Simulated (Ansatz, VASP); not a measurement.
## One calculation of ZnO, two programs

```
Zn O
1.0
     3.41653    0.00000    0.00000
    -1.70827    2.95880    0.00000
     0.00000    0.00000    4.47757
Zn O
2 2
Cartesian
  0.0000 1.9725 1.1194
  1.7083 0.9863 3.3582
  1.7083 0.9863 1.1194
  0.0000 1.9725 3.3582
```

Alike in both runs: task single point; functional PBE; k mesh 6 × 6 × 4; occupations gaussian, width 0.05 eV; no spin polarisation.

|  | VASP | Ansatz |
| --- | --- | --- |
| version | VASP 6.6.1 | Ansatz 0.2.0 |
| potentials or method | VASP PAW PBE potentials, release 64 (Zn, O) | plane waves |
| plane-wave cutoff (eV) | 600 | 420 |
| valence electrons in the cell | 36 | 36 |

|  | VASP | Ansatz | Ansatz less VASP |
| --- | --- | --- | --- |
| gap on the k mesh at the Fermi level (eV) | 1.00 | 1.02 | +0.020 |
| pressure (GPa) | 7.4 | 6.5 | -0.93 |
| traceless stress, the component that is largest in VASP (GPa) | -0.48 | -0.01 | +0.472 |

The functional is the same, so the differences come from potentials, cutoffs and numerics.
